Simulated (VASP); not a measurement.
Write the native input for VASP 6.6.1 that does the following.

```
Task                   : single point
Functional             : r2SCAN
Potentials or basis    : VASP PAW PBE potentials, release 64 (W_sv)
Cutoff                 : 520 eV
k mesh                 : 20 × 20 × 20
Occupations            : gaussian, width 0.15 eV
Spin                   : no spin polarisation
Dipole correction      : no
Further INCAR settings : ALGO = Normal; EDIFF = 1e-06; NBANDS = 13
```

W:

```
W
1.0
    -1.59730    1.59730    1.59730
     1.59730   -1.59730    1.59730
     1.59730    1.59730   -1.59730
W
1
Cartesian
  0.0000 0.0000 0.0000
```

One way to write it, as run:

POSCAR

```
W
1.0
   -1.5973000000      1.5973000000      1.5973000000
    1.5973000000     -1.5973000000      1.5973000000
    1.5973000000      1.5973000000     -1.5973000000
W
1
Direct
    0.0000000000      0.0000000000      0.0000000000
```

INCAR.step1

```
PREC = Accurate
ENCUT = 520
ISMEAR = 0
SIGMA = 0.15
LREAL = False
LASPH = True
NELM = 80
NBANDS = 13
GGA = PE
ALGO = Normal
EDIFF = 1E-4
LWAVE = True
LCHARG = False
```

INCAR.step2

```
PREC = Accurate
ENCUT = 520
EDIFF = 1E-6
ISMEAR = 0
SIGMA = 0.15
LREAL = False
LASPH = True
NELM = 80
ALGO = Normal
ISIF = 2
LWAVE = False
LCHARG = False
METAGGA = R2SCAN
LMIXTAU = True
NBANDS = 13
ISTART = 1
```

KPOINTS

```
Automatic mesh
0
Gamma
  20 20 20
```

Potentials or basis: VASP PAW PBE potentials, release 64 (W_sv).

Launch:

```console
$ cat potpaw_PBE.64/W_sv/POTCAR > POTCAR
$ cp INCAR.step1 INCAR
$ mpirun -np 1 vasp_std > vasp.out
$ cp INCAR.step2 INCAR
$ mpirun -np 1 vasp_std > vasp.out
```

It gave:

```json
{
 "Pressure": "-6.4 GPa",
 "Band gap on the k mesh": "zero (bands 7 and 8 overlap by 6.37 eV)"
}
```

Caveat: the cell stands under tension; the PAW data sets were made with another functional, which shifts forces and pressure a little; spin-orbit coupling is left out, which moves the levels of the heavy elements.

It took 3.7 min on 1 thread of Intel Xeon 8259CL (shared host), peak memory 0.19 GiB.
